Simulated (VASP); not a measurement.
Wanted: the native input for a VASP 6.6.1 run.

```
Task                   : single point
Functional             : PBE
Potentials or basis    : VASP PAW PBE potentials, release 64 (Ta_pv)
Cutoff                 : 520 eV
k mesh                 : 9 × 9 × 1
Occupations            : fermi-dirac, width 0.08 eV
Spin                   : no spin polarisation
Dipole correction      : yes
Further INCAR settings : ALGO = Normal; EDIFF = 1e-06; NBANDS = 36
```

The structure of Ta lies in POSCAR:

```
Ta
1.0
    4.6945593029      0.0000000000      0.0000000000
   -2.3472796515      4.0656076159      0.0000000000
    0.0000000000      0.0000000000     19.8331000000
Ta
5
Direct
    0.8333333330      0.1666666670      0.4033663014
    0.1666666670      0.8333333330      0.4516831505
    0.5000000000      0.5000000000      0.5000000000
    0.8333333330      0.1666666670      0.5483168495
    0.1666666670      0.8333333330      0.5966336986
```

The input as run:

INCAR

```
PREC = Accurate
ENCUT = 520
EDIFF = 1E-6
ISMEAR = -1
SIGMA = 0.08
LREAL = F
LASPH = T
NELM = 80
ALGO = Normal
ISIF = 2
LWAVE = F
LCHARG = F
LDIPOL = T
IDIPOL = 3
DIPOL = 0.5 0.5 0.500
GGA = PE
NBANDS = 36
```

KPOINTS

```
regular mesh
0
Gamma
  9 9 1
```

Potentials or basis: VASP PAW PBE potentials, release 64 (Ta_pv).

The run is started by

```console
$ cat potpaw_PBE.64/Ta_pv/POTCAR > POTCAR
$ mpirun -np 1 vasp_std > vasp.out
```

It gave:

```
Largest force : 2.466 eV/Å
```

Run time: 3.5 min on 1 thread of Intel(R) Xeon(R) 6975P-C (Granite Rapids), on a shared host, peak memory 0.48 GiB.
